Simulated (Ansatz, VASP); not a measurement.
## Ir in VASP and in Ansatz

POSCAR

```
Ir
1.0
    2.7875843874      0.0000000000      0.0000000000
   -1.3937921937      2.4141188946      0.0000000000
    0.0000000000      0.0000000000      4.5210110761
Ir
2
Direct
    0.3333333333      0.6666666667      0.2500000000
    0.6666666667      0.3333333333      0.7500000000
```

Contents of INCAR.step1:

```
SYSTEM = Ir
PREC = Accurate
ENCUT = 520
EDIFF = 1E-5
ISMEAR = -1
SIGMA = 0.05
LREAL = .FALSE.
LASPH = .TRUE.
NELM = 60
ALGO = Normal
ISIF = 2
LWAVE = .TRUE.
LCHARG = .FALSE.
GGA = PE
NBANDS = 16
```

File INCAR.step2:

```
SYSTEM = Ir
PREC = Accurate
ENCUT = 520
EDIFF = 1E-6
ISMEAR = -1
SIGMA = 0.05
LREAL = .FALSE.
LASPH = .TRUE.
NELM = 60
ALGO = Normal
ISIF = 2
LWAVE = .FALSE.
LCHARG = .FALSE.
GGA = PE
LHFCALC = .TRUE.
AEXX = 0.25
PRECFOCK = Normal
ISTART = 1
NBANDS = 16
```

KPOINTS

```
Automatic mesh
0
G
  6 6 4
  0 0 0
```

Contents of input.yaml:

```yaml
crystal:
  lattice:
    - [2.7875843874, 0.0, 0.0]
    - [-1.3937921937, 2.4141188946, 0.0]
    - [0.0, 0.0, 4.5210110761]
  atoms:
    - { symbol: Ir, position: [0.3333333333, 0.6666666667, 0.25] }
    - { symbol: Ir, position: [0.6666666667, 0.3333333333, 0.75] }
hamiltonian:
  xc: pbe0
  pseudopotentials: { kind: paw }
kpoints:
  mp_grid: { grid: [6, 6, 4] }
scf:
  occupations: { method: fermi_dirac, width: 0.05 }
output:
  forces: true
  stress: true
  eigenvalues: true
```

Alike in both runs: task single point; functional PBE0; k mesh 6 × 6 × 4; occupations fermi-dirac, width 0.05 eV; no spin polarisation.

|  | VASP | Ansatz |
| --- | --- | --- |
| version | VASP 6.6.1 | Ansatz 0.2.0 |
| potentials or method | VASP PAW PBE potentials, release 64 (Ir) | Ansatz PAW |
| plane-wave cutoff (eV) | 520 | 420 |
| valence electrons in the cell | 18 | 34 |

VASP gave:

```
gap on the k mesh at the Fermi level (eV)                     : none
pressure (GPa)                                                : -24.7
traceless stress, the component that is largest in VASP (GPa) : -4.72
```

**Question.** Which values does Ansatz return?

**Answer.** gap on the k mesh at the Fermi level (eV): none; pressure (GPa): -26.5; traceless stress, the component that is largest in VASP (GPa): -4.72.

A gap of «none» marks a metal or a gap that the smearing closes. VASP's potentials hold 18 valence electrons a cell and Ansatz's 34, so a difference there can come from the potentials and not from the codes.

The k mesh is coarse, so the values compare programs but aren't converged. Neither program's run includes spin-orbit coupling.
